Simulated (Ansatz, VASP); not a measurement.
Ni2H in VASP and in Ansatz

The input INCAR:

```
SYSTEM = Ni2H
PREC = Accurate
ENCUT = 600
EDIFF = 1E-6
ISMEAR = -1
SIGMA = 0.15
LREAL = .False.
LASPH = .True.
NELM = 100
ALGO = Fast
ISIF = 3
LWAVE = .False.
LCHARG = .False.
GGA = CA
IBRION = 2
NSW = 80
EDIFFG = -0.001
```

Contents of KPOINTS:

```
Automatic mesh
0
Gamma
  18 18 10
  0 0 0
```

The input POSCAR:

```
Ni2H
1.0
    2.4863003080      0.0000000000      0.0000000000
   -1.2431501540      2.1531992282      0.0000000000
    0.0000000000      0.0000000000      4.1185155377
Ni H
2 1
Direct
    0.3333333333      0.6666666667      0.2595452505
    0.6666666667      0.3333333333      0.7404547495
    0.0000000000      0.0000000000      0.0000000000
```

Input for Ansatz:

```yaml
crystal:
  lattice:
    - [2.4863003088, 0.0, 0.0]
    - [-1.2431501544, 2.1531992288, 0.0]
    - [0.0, 0.0, 4.1185155407]
  atoms:
    - { symbol: Ni, position: [0.3333333333, 0.6666666667, 0.2595452499] }
    - { symbol: Ni, position: [0.6666666667, 0.3333333333, 0.7404547501] }
    - { symbol: H, position: [0.0, 0.0, 0.0] }
basis:
  ecutwfc: 420
kpoints:
  mp_grid: { grid: [18, 18, 10] }
hamiltonian:
  xc: lda
scf:
  occupations: { method: fermi_dirac, width: 0.15 }
output:
  forces: true
  stress: true
  eigenvalues: true
relax:
  adjacent_minimum: "off"
  f_tol: 0.001
  max_steps: 60
  cell: { stress_tol: 0.01 }
```

Alike in both runs: task relaxation of cell and atoms; functional LDA; k mesh 18 × 18 × 10; occupations fermi-dirac, width 0.15 eV; no spin polarisation.

```csv
,VASP,Ansatz
version,VASP 6.6.1,Ansatz 0.2.0
potentials or method,"VASP PAW LDA potentials, release 64 (Ni, H), cutoff 600 eV","scalar-relativistic, plane waves, PAW"
valence electrons in the cell,21,37
```

Ansatz gave:

* gap on the k mesh at the Fermi level, each at its own relaxed structure (eV): none
* relaxed volume (Å³/atom): 7.38
* relaxed length of the cell vector where the two differ most in proportion (Å): 4.118

What did VASP give for the same quantities?

gap on the k mesh at the Fermi level, each at its own relaxed structure (eV): none; relaxed volume (Å³/atom): 7.38; relaxed length of the cell vector where the two differ most in proportion (Å): 4.116.

LDA's correlation is that of Perdew and Zunger in VASP and of Perdew and Wang (1992) in Ansatz. A gap of «none» marks a metal or a gap that the smearing closes. VASP's potentials hold 21 valence electrons a cell and Ansatz's 37, so a difference there can come from the potentials and not from the codes.
